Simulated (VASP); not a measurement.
Runs of VASP 6.6.1 on Hf. The structure is that of space group P6_3/mmc (No. 194), or close to it. The cells are those of the table. 

```csv
task,cell,k mesh,cutoff (eV),smearing,gap on the mesh (eV),pressure (GPa),relaxed volume (Å³/atom)
single point,"a = 3.118, b = 3.118, c = 4.947 Å, angles 90.0, 90.0, 120.0°, 2 atoms",12 × 12 × 8,520,gaussian 0.1 eV,none,0.1,-
relaxation of cell and atoms,"relaxed from a = 3.118, b = 3.118, c = 4.947 Å, angles 90.0, 90.0, 120.0°, 2 atoms",12 × 12 × 8,600,fermi-dirac 0.15 eV,none,0.0,20.87
single point,"a = 3.192, b = 3.192, c = 5.045 Å, angles 90.0, 90.0, 120.0°, 2 atoms",6 × 6 × 4,520,gaussian 0.1 eV,none,-7.1,-
single point,"a = 3.116, b = 3.116, c = 4.960 Å, angles 90.0, 90.0, 120.0°, 2 atoms",12 × 12 × 8,520,fermi-dirac 0.15 eV,none,0.1,-
relaxation of cell and atoms,"relaxed from a = 3.192, b = 3.192, c = 5.045 Å, angles 90.0, 90.0, 120.0°, 2 atoms",12 × 12 × 8,600,gaussian 0.1 eV,none,0.0,(a)
```

Alike in all rows: level LDA; potentials or basis VASP PAW LDA potentials, release 64 (Hf_pv); no spin polarisation.

Q: Estimate the missing entries.

A: (a) 20.84.

Caveats: some runs use coarse meshes; spin-orbit coupling is left out, which moves the levels of the heavy elements.

A k mesh can miss the band edges, and the runs leave out spin-orbit coupling on Hf.

A gap of «none» marks levels without a gap at the run's occupations.
